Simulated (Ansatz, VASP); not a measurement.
One calculation of TiC, two programs

```xyz
2
Lattice="3.0006 0.0000 0.0000 -1.5003 2.5986 0.0000 0.0000 0.0000 2.7747" Properties=species:S:1:pos:R:3 pbc="T T T"
Ti    0.0000    0.0000    0.0000
C     0.0000    1.7324    1.3874
```

Change from the starting cell: z stretched by +3 % at fixed volume, crystal datasets.

Alike in both runs: task electric field gradients; functional PBE; k mesh 16 × 16 × 14; occupations fermi-dirac, width 0.08 eV; no spin polarisation.

|  | VASP | Ansatz |
| --- | --- | --- |
| version | VASP 6.6.1 | Ansatz 0.2.0 |
| potentials or method | VASP PAW PBE potentials, release 64 (Ti_sv, C), cutoff 520 eV | all-electron PAW with datasets made for the crystal, scalar-relativistic |

```csv
,VASP,Ansatz,Ansatz less VASP
pressure (GPa),-1.2,-1.4,-0.18
"traceless stress, the component that is largest in VASP (GPa)",-8.43,-8.46,-0.028
size of Vzz on the site where it differs most (V/Å²),80.6,87.1,+6.49
```

Ansatz ran all-electron here, and VASP with PAW potentials.
